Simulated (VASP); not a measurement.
A run of VASP 6.6.1:

File INCAR:

```
SYSTEM = HW8C8
PREC = Accurate
ENCUT = 520
EDIFF = 1E-6
ISMEAR = -1
SIGMA = 0.05
LREAL = Auto
LASPH = .True.
NELM = 80
ALGO = Normal
ISIF = 2
LWAVE = .False.
LCHARG = .False.
GGA = PE
NBANDS = 86
```

KPOINTS

```
Automatic mesh
0
Gamma
  2 2 1
  0 0 0
```

The input POSCAR:

```
HW8C8
1.0
    5.7958000000      0.0000000000      0.0000000000
    0.0000000000      5.6578000000      0.0000000000
    0.0000000000      0.0000000000     17.1827580000
W C H
8 8 1
Direct
    0.0000000000      0.0000000000      0.0581978749
    0.2501121502      0.0076708261      0.2029650886
    0.0000000000      0.5000000000      0.0581978749
    0.2697470582      0.5054084627      0.1989668946
    0.5000000000      0.0000000000      0.0581978749
    0.7533213706     -0.0136448796      0.1996536295
    0.5000000000      0.5000000000      0.0581978749
    0.7436937092      0.4814062003      0.2027264773
    0.0011387557      0.2648555976      0.1571459017
    0.3994271714      0.3089363357      0.2943066532
    0.0091272991      0.7332708827      0.1517160400
    0.0342144311      0.7427445297      0.2642707300
    0.4922875185      0.2558768426      0.1430212775
    0.5801442424      0.1754745661      0.2794021775
    0.4889057593      0.7590582912      0.1534736158
    0.8014079161      0.7245749231      0.2954240524
   -0.2456088892      0.7329527378      0.3552747469
```

Potentials or basis: VASP PAW PBE potentials, release 64 (W_sv, C, H).

The run is started by

```bash
$ cat potpaw_PBE.64/W_sv/POTCAR potpaw_PBE.64/C/POTCAR potpaw_PBE.64/H/POTCAR > POTCAR
$ mpirun -np 1 vasp_std > vasp.out
```

Hardware: 1 thread of Intel(R) Xeon(R) 6975P-C (Granite Rapids), on a shared host.

How long does it take, and how much memory?

It took 4.3 min on 1 thread of Intel(R) Xeon(R) 6975P-C (Granite Rapids), with other jobs on the host, peak memory 0.59 GiB. Counts: scf iterations 30, k points 4.
